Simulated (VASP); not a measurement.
# P (I4/mmm) in VASP: relaxation of cell and atoms with PBE

Aim: the relaxation of cell and atoms of P with PBE.

Everything below comes from runs of VASP 6.6.1. Logs are shortened: lines on timing, memory, paths and dates and some standing lists are left out, and cuts for length are marked.

## 1. The cell of the first run

Symmetry: I4/mmm, No. 139, tetragonal system. Conventional cell: a = 2.313 Å, b = 2.313 Å, c = 7.901 Å, α = 90.00°, β = 90.00°, γ = 90.00°. Within 3.1 Å of P (site symmetry 4/mmm) lie 4 P at 2.31 Å.

The cell was generated, and may not be a known phase.

## 2. Relaxation of cell and atoms, PBE

Input file INCAR:

```
SYSTEM = P
ALGO     = Normal         ! electronic algorithm
EDIFF    = 1E-6           ! SCF threshold, eV
EDIFFG   = -0.01          ! ionic threshold
ENCUT    = 600            ! plane-wave cutoff, eV
GGA      = PE             ! functional
IBRION   = 2              ! ionic algorithm
ISIF     = 3              ! what is computed and relaxed
ISMEAR   = 0              ! smearing method
LASPH    = .True.         ! aspherical terms in the spheres
LCHARG   = .False.        ! write CHGCAR
LREAL    = .False.        ! projectors in reciprocal space
LWAVE    = .False.        ! write WAVECAR
NELM     = 80             ! most SCF steps
NSW      = 100            ! ionic steps
PREC     = Accurate       ! precision mode
SIGMA    = 0.1            ! smearing width, eV
```

Input file KPOINTS:

```
k-points
0
Gamma
  34 34 34
  0 0 0
```

Input file POSCAR:

```
P
1.0
   -1.1565459531      1.1565459531      3.9506593274
    1.1565459531     -1.1565459531      3.9506593274
    1.1565459531      1.1565459531     -3.9506593274
P
1
Direct
    0.0000000000      0.0000000000      0.0000000000
```

Potentials or basis: VASP PAW PBE potentials, release 64 (P).

Launch:

```bash
$ cat potpaw_PBE.64/P/POTCAR > POTCAR
$ mpirun -np 1 vasp_std > vasp.out
```

OUTCAR:

```text
SYSTEM = P
   EDIFF = 1E-6
   EDIFFG = -0.01
   ENCUT = 600
   GGA = PE
   IBRION = 2
   ISIF = 3
   ISMEAR = 0
   LASPH = .True.
   LREAL = .False.
   NELM = 80
   NSW = 100
   PREC = Accurate

 ion  position               nearest neighbor table
   1  0.000  0.000  0.000-

  LATTYP: Found a body centered tetragonal cell.
 ALAT       =     2.3130919062
 C/A-ratio  =     3.4159121104

  Lattice vectors:

 A1 = (  -1.1565459531,   1.1565459531,   3.9506593274)
 A2 = (   1.1565459531,  -1.1565459531,   3.9506593274)
 A3 = (   1.1565459531,   1.1565459531,  -3.9506593274)

Analysis of symmetry for initial positions (statically):
=====================================================================
 Subroutine PRICEL returns:
 Original cell was already a primitive cell.

 Routine SETGRP: Setting up the symmetry group for a
 body centered tetragonal supercell.

 Subroutine GETGRP returns: Found 16 space group operations
 (whereof 16 operations were pure point group operations)
 out of a pool of 16 trial point group operations.

The static configuration has the point symmetry D_4h.

Analysis of symmetry for dynamics (positions and initial velocities):
=====================================================================
 Subroutine PRICEL returns:
 Original cell was already a primitive cell.

 Routine SETGRP: Setting up the symmetry group for a
 body centered tetragonal supercell.

 Subroutine GETGRP returns: Found 16 space group operations
 (whereof 16 operations were pure point group operations)
 out of a pool of 16 trial point group operations.

The dynamic configuration has the point symmetry D_4h.

 Subroutine INISYM returns: Found 16 space group operations
 (whereof 16 operations are pure point group operations),
 and found     1 'primitive' translations

----------------------------------------------------------------------------------------

                                     Primitive cell

  volume of cell :      21.1376

  direct lattice vectors                    reciprocal lattice vectors
    -1.156545953  1.156545953  3.950659327     0.000000000  0.432321776  0.126561153
     1.156545953 -1.156545953  3.950659327     0.432321776  0.000000000  0.126561153
     1.156545953  1.156545953 -3.950659327     0.432321776  0.432321776  0.000000000

  length of vectors
     4.275851518  4.275851518  4.275851518     0.450466251  0.450466251  0.611395318

  position of ions in fractional coordinates (direct lattice)
     0.000000000  0.000000000  0.000000000

  ion indices of the primitive-cell ions
   primitive index   ion index
                 1           1

----------------------------------------------------------------------------------------

 KPOINTS: k-points

Automatic generation of k-mesh.
 Grid dimensions read from file:
 generate k-points for:   34   34   34

 Generating k-lattice:

  Cartesian coordinates                     Fractional coordinates (reciprocal lattice)
     0.000000000  0.012715346  0.003722387     0.029411765 -0.000000000  0.000000000
     0.012715346  0.000000000  0.003722387    -0.000000000  0.029411765  0.000000000
     0.012715346  0.012715346  0.000000000     0.000000000  0.000000000  0.029411765

  Length of vectors
     0.013249007  0.013249007  0.017982215

  Shift w.r.t. Gamma in fractional coordinates (k-lattice)
     0.000000000  0.000000000  0.000000000

 Subroutine IBZKPT returns following result:
 ===========================================

 Found   2844 irreducible k-points:

 Following reciprocal coordinates:
            Coordinates               Weight
  0.000000  0.000000  0.000000      1.000000
  0.029412 -0.000000  0.000000      8.000000
  0.058824 -0.000000  0.000000      8.000000
  0.088235 -0.000000  0.000000      8.000000
  0.117647 -0.000000  0.000000      8.000000
  0.147059  0.000000  0.000000      8.000000
[... 16 lines left out ...]
  0.147059  0.029412 -0.000000     16.000000
  0.176471  0.029412  0.000000     16.000000
 [... further k-points ...]
   k-points           NKPTS =   2844   k-points in BZ     NKDIM =   2844   number of bands    NBANDS=      6
   number of dos      NEDOS =    301   number of ions     NIONS =      1
   total plane-waves  NPLWV =  46656
   dimension x,y,z NGX =    36 NGY =   36 NGZ =   36
   dimension x,y,z NGXF=    72 NGYF=   72 NGZF=   72
   ions per type =               1
   NGX,Y,Z   is equivalent  to a cutoff of  14.00, 14.00, 14.00 a.u.
   NGXF,Y,Z  is equivalent  to a cutoff of  27.99, 27.99, 27.99 a.u.
 SYSTEM =  P
   PREC   = accura    normal or accurate (medium, high low for compatibility)
   ISTART =      0    job   : 0-new  1-cont  2-samecut
   ICHARG =      2    charge: 1-file 2-atom 10-const
   ISPIN  =      1    spin polarized calculation?
   LNONCOLLINEAR =      F non collinear calculations
   LSORBIT =      F    spin-orbit coupling
   LASPH  =      T    aspherical Exc in radial PAW
   ENCUT  =  600.0 eV  44.10 Ry    6.64 a.u.   8.54  8.54  8.54*2*pi/ulx,y,z
   NELM   =     80;   NELMIN=  2; NELMDL= -5     # of ELM steps
   EDIFF  = 0.1E-05   stopping-criterion for ELM
   LREAL  =      F    real-space projection
   EDIFFG = -.1E-01   stopping-criterion for IOM
   NSW    =    100    number of steps for IOM
   IBRION =      2    ionic relax: 0-MD 1-quasi-New 2-CG
   NFREE  =      1    steps in history (QN), initial steepest desc. (CG)
   ISIF   =      3    stress and relaxation
   ISYM   =      2    0-nonsym 1-usesym 2-fastsym
   POTIM  = 0.5000    time-step for ionic-motion
   TEBEG  =    0.0;   TEEND  =   0.0 temperature during run
   PSTRESS=    0.0 pullay stress
   NELECT =       5.0000    total number of electrons
   NUPDOWN=      -1.0000    fix difference up-down
   EMIN   =  10.00;   EMAX   =-10.00  energy-range for DOS
   EFERMI =   0.00;   METHOD = LEGACY
   ISMEAR =     0;   SIGMA  =   0.10  broadening in eV -4-tet -1-fermi 0-gaus
   EFERMI_NEDOS =   21; number of points for ismear=-14 and -15
   IALGO  =     38    algorithm
   IMIX   =      4    mixing-type and parameters
     AMIX     =   0.40;   BMIX     =  1.00
     AMIX_MAG =   1.60;   BMIX_MAG =  1.00
  volume/ion in A,a.u.               =      21.14       142.64
  Fermi-wavevector in a.u.,A,eV,Ry     =   1.012464  1.913280 13.947114  1.025084
  Thomas-Fermi vector in A             =   2.145575
   LORBIT       =      0    0 simple, 1 ext, 2 COOP (PROOUT), +10 PAW based schemes
   GGA     = PE    functional components
   LHFCALC =     F    Hartree Fock is set to
   AEXX    =    0.0000 exact exchange contribution
   IVDW    =     0    specifies the selected vdW correction
   LEPSILON=     F    determine dielectric tensor
   LRPA    =     F    only Hartree local field effects (RPA)
 conjugate gradient relaxation of ions
 non-spin polarized calculation
 Gauss-broadening in eV      SIGMA  =   0.10
  energy-cutoff  :      600.00
  volume of cell :       21.14
 maximum number of plane-waves:       735
 NGX is ok and might be reduce to    36
   NGX = 17   NGY = 17   NGZ = 17

--------------------------------------- Ionic step        1  -------------------------------------------

 number of electron       5.0000000 magnetization

 Free energy of the ion-electron system (eV)
  ---------------------------------------------------
  ext. energy  EPLUGINS =         0.00000000
  ---------------------------------------------------
  free energy    TOTEN  =        -4.85776291 eV

  energy without entropy =       -4.85352139  energy(sigma->0) =       -4.85564215

------------------------ aborting loop because EDIFF is reached ----------------------------------------

  FORCE on cell =-STRESS in cart. coord.  units (eV):
  Direction    XX          YY          ZZ          XY          YZ          ZX
  --------------------------------------------------------------------------------------
  -------------------------------------------------------------------------------------
  Total       -0.3407266     -0.3407266     -0.0176750      0.0000000      0.0000000      0.0000000
  in kB      -25.8262473    -25.8262473     -1.3397188      0.0000000      0.0000000      0.0000000
  external PRESSURE =     -17.6640711 kB  Pullay stress =       0.0000000 kB
[... 55 lines left out ...]
  energy  without entropy=       -4.8569979192  energy(sigma->0) =       -4.85890688

--------------------------------------- Ionic step        3  -------------------------------------------

 number of electron       5.0000000 magnetization

 Free energy of the ion-electron system (eV)
  ---------------------------------------------------
  ext. energy  EPLUGINS =         0.00000000
  ---------------------------------------------------
  free energy    TOTEN  =        -4.86174233 eV

  energy without entropy =       -4.85770016  energy(sigma->0) =       -4.85972124

 E-fermi :   5.0136     XC(G=0):  -9.2984

 val. band max:        5.0130072505   @ k =   0.2647   0.1765   0.0882
 cond. band min:       5.0143572068   @ k =  -0.1765   0.3235   0.1176
 fundamental gap:      0.0013499563
 Fermi energy:         5.0135632867

 k-point     1 :       0.0000    0.0000    0.0000
  band No.  band energies     occupation
      1     -10.2947      2.00000
      2       1.2551      2.00000
      3       7.6080      0.00000
      4      13.7944      0.00000
      5      13.8948      0.00000
      6      13.8948      0.00000

 k-point     2 :       0.0294   -0.0000    0.0000
  band No.  band energies     occupation
      1     -10.2711      2.00000
      2       1.2704      2.00000
      3       7.6407      0.00000
      4      12.7924      0.00000
      5      13.9128      0.00000
      6      14.8219      0.00000
[... 190 lines left out ...]
 k-point    24 :       0.1765    0.0294    0.0000
  band No.  band energies     occupation
      1      -9.4206      2.00000
      2       1.7792      2.00000
      3       7.0497      0.00000
      4       9.0846      0.00000
      5      14.1511      0.00000
      6      18.4092      0.00000

 [... further k-points ...]

------------------------ aborting loop because EDIFF is reached ----------------------------------------

  FORCE on cell =-STRESS in cart. coord.  units (eV):
  Direction    XX          YY          ZZ          XY          YZ          ZX
  --------------------------------------------------------------------------------------
  -------------------------------------------------------------------------------------
  Total        0.0010387      0.0010387     -0.0077077      0.0000000      0.0000000      0.0000000
  in kB        0.0805825      0.0805825     -0.5979602      0.0000000      0.0000000      0.0000000
  external PRESSURE =      -0.1455984 kB  Pullay stress =       0.0000000 kB
[... 16 lines left out ...]
  FREE ENERGIE OF THE ION-ELECTRON SYSTEM (eV)
  ---------------------------------------------------
  free  energy   TOTEN  =        -4.8617423313 eV

  energy  without entropy=       -4.8577001562  energy(sigma->0) =       -4.85972124

 reached required accuracy - stopping structural energy minimisation
```

Wall time 43 min (1 thread of Intel Xeon 8259CL, shared host); peak memory 0.59 GiB.

Results:

- Free energy: -4.8617 eV
- Relaxed volume: 20.65 Å³/atom
- Relaxed cell: a = 4.267 Å, b = 4.267 Å, c = 4.267 Å, α = 148.91°, β = 148.91°, γ = 44.55°
- Space group after relaxing (to 0.1 Å): I4/mmm (No. 139)
- Energy gained by relaxing: 4.0 meV/atom
- Ionic steps: 3
- Pressure after relaxing: 0.0 GPa
- Band gap on the k mesh: zero (an odd number of electrons rules out a gap without spin polarisation)

Step by step:
| step | energy change (eV) | largest force (eV/Å) | pressure (GPa) | volume (Å³) |
| --- | --- | --- | --- | --- |
| 1 | 0.0000 | 0.0000 | -1.77 | 21.14 |
| 2 | -0.0031 | 0.0000 | 0.92 | 20.43 |
| 3 | -0.0040 | 0.0000 | -0.01 | 20.65 |

Final structure:
```
CELL_PARAMETERS angstrom
-1.14352 1.14352 3.94835
1.14352 -1.14352 3.94835
1.14352 1.14352 -3.94835
ATOMIC_POSITIONS crystal
P 0.00000 0.00000 0.00000
```

Levels at points of the mesh, in eV from the Fermi level:
```
           k point  band 1  band 2  band 3  band 4  band 5  band 6
(0.00, 0.00, 0.00)  -15.31   -3.76    2.59    8.78    8.88    8.88
(0.50, 0.00, 0.00)   -9.44   -7.67   -0.10    4.29   11.08   12.52
(0.50, 0.50, 0.00)   -3.64   -3.53   -2.43    2.50    4.20    8.43
(0.50, 0.50, 0.50)  -15.10   -5.65    8.71    8.79    8.79    9.82
```

Caveat: an odd number of electrons without spin polarisation forces a metal; a magnetic or distorted state may lie lower.
